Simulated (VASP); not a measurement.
**Br: relaxation of cell and atoms with PBE**

Br:

```xyz
1
Lattice="0.0000 2.3550 2.3550 2.3550 0.0000 2.3550 2.3550 2.3550 0.0000" Properties=species:S:1:pos:R:3 pbc="T T T"
Br    0.0000    0.0000    0.0000
```

```
Program                : VASP 6.6.1
Task                   : relaxation of cell and atoms
Functional             : PBE
Potentials or basis    : VASP PAW PBE potentials, release 64 (Br)
Cutoff                 : 500 eV
k mesh                 : 16 × 16 × 16
Occupations            : methfessel-paxton, width 0.02 eV
Spin                   : no spin polarisation
Dipole correction      : no
Further INCAR settings : ALGO = Normal; EDIFF = 1e-07; IBRION = 2; EDIFFG = -0.03; NSW = 80; ISIF = 3
```

| Item | Value |
| --- | --- |
| Pressure after relaxing | 0.2 GPa |
| Band gap on the k mesh | zero (an odd number of electrons rules out a gap without spin polarisation) |

Final structure:
```
Br
1.0
     0.00000    2.35500    2.35500
     2.35500    0.00000    2.35500
     2.35500    2.35500    0.00000
Br
1
Cartesian
  0.0000 0.0000 0.0000
```

Levels at points of the mesh, in eV from the Fermi level:
```
           k point  band 1  band 2  band 3  band 4  band 5  band 6  band 7
(0.00, 0.00, 0.00)  -15.31    0.89    0.89    0.89    8.05   12.56   12.56
(0.50, 0.00, 0.00)  -13.91   -4.56    0.24    0.24    8.38   11.92   11.92
(0.50, 0.50, 0.00)  -13.44   -4.06   -1.08   -1.08    6.63    7.82   18.69
```

Wall time 8.9 s on 1 thread of Intel(R) Xeon(R) Platinum 8488C (Sapphire Rapids), on a shared host, peak memory 0.15 GiB.

Caveat: the relaxation stopped at its first step, so nothing moved; an odd number of electrons without spin polarisation forces a metal; a magnetic or distorted state may lie lower.
